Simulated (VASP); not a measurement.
Wanted: the native input for a VASP 6.6.1 run.

```yaml
Task: relaxation of cell and atoms
Functional: PBE
Potentials_or_basis: VASP PAW PBE potentials, release 64 (Ta_pv)
Cutoff: 600 eV
k_mesh: 8 × 8 × 11
Occupations: fermi-dirac, width 0.05 eV
Spin: no spin polarisation
Target_pressure: 2 GPa
Dipole_correction: no
Further_INCAR_settings: ALGO = Normal; EDIFF = 1e-07; IBRION = 2; EDIFFG = -0.005; NSW = 60; ISIF = 3
```

The structure of Ta lies in POSCAR:

```
Ta
1.0
    4.7063089528      0.0000000000      0.0000000000
   -2.3531544764      4.0757831112      0.0000000000
    0.0000000000      0.0000000000      2.9179115508
Ta
3
Direct
    0.0000000000      0.0000000000      0.0000000000
    0.3333333333      0.6666666667      0.5000000000
    0.6666666667      0.3333333333      0.5000000000
```

This isn't the form of Ta at room conditions, which is bcc.

The input as run:

INCAR

```
PREC     = Accurate       # precision mode
ENCUT    = 600            # plane-wave cutoff, eV
EDIFF    = 1E-7           # SCF threshold, eV
ISMEAR   = -1             # smearing method
SIGMA    = 0.05           # smearing width, eV
LREAL    = False          # projectors in reciprocal space
LASPH    = True           # aspherical terms in the spheres
NELM     = 60             # most SCF steps
ALGO     = Normal         # electronic algorithm
ISIF     = 3              # what is computed and relaxed
LWAVE    = False          # write WAVECAR
LCHARG   = False          # write CHGCAR
GGA      = PE             # functional
IBRION   = 2              # ionic algorithm
NSW      = 60             # ionic steps
EDIFFG   = -0.005         # ionic threshold
PSTRESS  = 20.0
```

KPOINTS

```
regular mesh
0
Gamma
  8 8 11
```

Potentials or basis: VASP PAW PBE potentials, release 64 (Ta_pv).

Command:

```bash
$ cat potpaw_PBE.64/Ta_pv/POTCAR > POTCAR
$ mpirun -np 1 vasp_std > vasp.out
```

Results of the run:

```
Relaxed volume                                             : 18.44 Å³/atom
Relaxed cell                                               : a = 4.845 Å, b = 4.845 Å, c = 2.722 Å, α = 90.00°, β = 90.00°, γ = 120.00°
Space group after relaxing (to 0.1 Å)                      : P6/mmm (No. 191)
Energy change on relaxing (the run minimises the enthalpy) : -106.4 meV/atom
Ionic steps                                                : 8
Pressure after relaxing                                    : 2.0 GPa
Band gap on the k mesh                                     : zero (an odd number of electrons rules out a gap without spin polarisation)
```

Caveat: the cell is relaxed towards a set pressure, so the run minimises the enthalpy, not the energy; spin-orbit coupling is left out, which moves the levels of the heavy elements.

Run time: 5.9 min on 1 thread of AMD EPYC 7R13 Processor (Zen 3), on a shared host, peak memory 0.22 GiB.
